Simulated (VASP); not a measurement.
**Sc: single point with LDA**

Crystal: Sc.

```
Sc
1.0
     3.22958    0.00000    0.00000
    -1.61479    2.79690    0.00000
     0.00000    0.00000    4.98496
Sc
2
Cartesian
  0.0000 1.8646 1.2462
  1.6148 0.9323 3.7387
```

```
Program             : VASP 6.6.1
Task                : single point
Functional          : LDA
Potentials or basis : VASP PAW LDA potentials, release 64 (Sc_sv)
Cutoff              : 520 eV
k mesh              : 15 × 15 × 8
Occupations         : gaussian, width 0.1 eV
Spin                : no spin polarisation
```

The pressure is 0.1 GPa and the band gap on the k mesh is zero (band 11 reaches 5.04 eV, above the bottom of band 12 at 3.38 eV).

Levels at points of the mesh, in eV from the Fermi level:
```
           k point  band 7  band 8  band 9  band 10  band 11  band 12  band 13  band 14  band 15  band 16
(0.00, 0.00, 0.00)  -27.28  -27.24   -5.23    -1.76     1.01     1.63     1.63     2.00     2.16     2.16
(0.00, 0.00, 0.50)  -27.33  -27.33   -3.55    -3.55     1.05     1.05     1.53     1.53     1.53     1.53
```

Wall time 42 s on 1 thread of Intel(R) Xeon(R) Platinum 8488C (Sapphire Rapids), with other jobs on the host, peak memory 0.2 GiB.
